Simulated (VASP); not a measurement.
## BiTe: single point with r2SCAN

Crystal: BiTe.

```
Bi Te
1.0
     3.87827   -0.04324    0.01409
    -0.04324    3.91070    0.00081
     0.01409    0.00081    3.88757
Bi Te
1 1
Direct
  0.99330 0.00049 0.00157
  0.50670 0.49951 0.49843
```

This cell differs from its parent crystal: atoms moved at random and the cell strained at random.

```json
{
 "Program": "VASP 6.6.1",
 "Task": "single point",
 "Functional": "r2SCAN",
 "Potentials or basis": "VASP PAW PBE potentials, release 64 (Bi_d, Te)",
 "Cutoff": "520 eV",
 "k mesh": "10 × 10 × 10",
 "Occupations": "gaussian, width 0.05 eV",
 "Spin": "no spin polarisation"
}
```

```json
{
  "Pressure": "0.7 GPa",
  "Largest force": "0.019 eV/Å",
  "Band gap on the k mesh": "zero (an odd number of electrons rules out a gap without spin polarisation)"
}
```

Forces on the atoms (eV/Å):
```
Bi  -0.017  0.009  0.002
Te   0.017 -0.009 -0.002
```

Stress tensor (GPa, compression positive):
```
 1.01  0.24 -0.02
 0.24  0.23  0.08
-0.02  0.08  0.74
```

Levels at points of the mesh, in eV from the Fermi level:
```tsv
k point	band 8	band 9	band 10	band 11	band 12	band 13
(0.00, 0.00, 0.00)	-3.07	-2.92	-2.78	3.36	3.41	4.05
(0.50, 0.00, 0.00)	-2.02	-1.09	-1.00	-0.93	0.51	0.60
(0.00, 0.50, 0.00)	-1.94	-1.08	-0.94	-0.83	0.53	0.60
(0.50, 0.50, 0.00)	-6.07	-6.03	-0.44	1.63	2.73	2.88
(0.00, 0.00, 0.50)	-1.99	-1.11	-1.02	-0.82	0.44	0.66
(0.50, 0.00, 0.50)	-6.05	-6.03	-0.49	1.54	2.72	2.77
(0.00, 0.50, 0.50)	-6.07	-6.06	-0.41	1.62	2.84	2.89
(0.50, 0.50, 0.50)	-3.66	-3.65	-3.60	-2.87	-2.79	-2.75
```

Run time: 9.6 min on 1 thread of Intel(R) Xeon(R) 6975P-C (Granite Rapids) (shared host), peak memory 0.6 GiB.

Caveat: the cell differs from its parent crystal (atoms moved at random and the cell strained at random); the PAW data sets were made with another functional, which shifts forces and pressure a little; spin-orbit coupling is left out, which moves the levels of the heavy elements.
